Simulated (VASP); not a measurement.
The system is NaHF2.

```
Na H F
1.0
     1.69772    0.98018    4.56924
    -1.69772    0.98018    4.56924
     0.00000   -1.96035    4.56924
Na H F
1 1 2
Direct
  0.00000 0.00000 0.00000
  0.50000 0.50000 0.50000
  0.41724 0.41724 0.41724
  0.58276 0.58276 0.58276
```

Base run:

* Program: VASP 6.6.1
* Functional: PBEsol
* Dispersion: D3(BJ)
* Potentials or basis: VASP PAW PBE potentials, release 64 (Na_sv, H, F)
* Cutoff: 1130 eV
* k mesh: 6 × 6 × 6
* Occupations: gaussian, width 0.01 eV
* Spin: no spin polarisation

Its results: band gap on the k mesh 7.05 eV (least direct gap 7.24 eV); pressure 0.8 GPa; largest force 0.156 eV/Å.

Task: The run is repeated on the same cell with these changes: dispersion from D3(BJ) to none. What comes out?

Result: Band gap on the k mesh 7.05 eV (least direct gap 7.24 eV); pressure 1.9 GPa; largest force 0.157 eV/Å.

Dispersion adds attraction, which lowers the pressure at fixed volume and, as a term added to the energy, leaves the levels alone.

Caveats: the PAW data sets were made with another functional, which shifts forces and pressure a little.

A k mesh can miss the band edges.
